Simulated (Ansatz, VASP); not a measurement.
**EuS in VASP and in Ansatz**

```xyz
2
Lattice="0.0000 2.9585 2.9585 2.9585 0.0000 2.9585 2.9585 2.9585 0.0000" Properties=species:S:1:pos:R:3 pbc="T T T"
Eu    0.0000    0.0000    0.0000
S     2.9585    2.9585    2.9585
```

Alike in both runs: task single point; functional BLYP; k mesh 8 × 8 × 8; occupations fermi-dirac, width 0.05 eV; collinear spin.

```csv
,VASP,Ansatz
version,VASP 6.6.1,Ansatz 0.2.0
potentials or method,"VASP PAW PBE potentials, release 64 (Eu, S)",Ansatz PAW
plane-wave cutoff (eV),600,420
valence electrons in the cell,23,23
```

|  | VASP | Ansatz | Ansatz less VASP |
| --- | --- | --- | --- |
| gap on the k mesh at the Fermi level (eV) | none | none | - |
| pressure (GPa) | 1.6 | 1.7 | +0.07 |
| net moment per atom (μB) | 3.48 | 3.48 | +0.002 |
| size of the moment on the site where the two differ most (μB) | 6.60 | 6.75 | +0.152 |

VASP's potentials were made for PBE, not for BLYP. Site moments also hang on the region over which each program counts them. A gap of «none» marks a metal or a gap that the smearing closes. The functional is the same, so the differences come from potentials, cutoffs and numerics.

Spin-orbit coupling is off throughout.
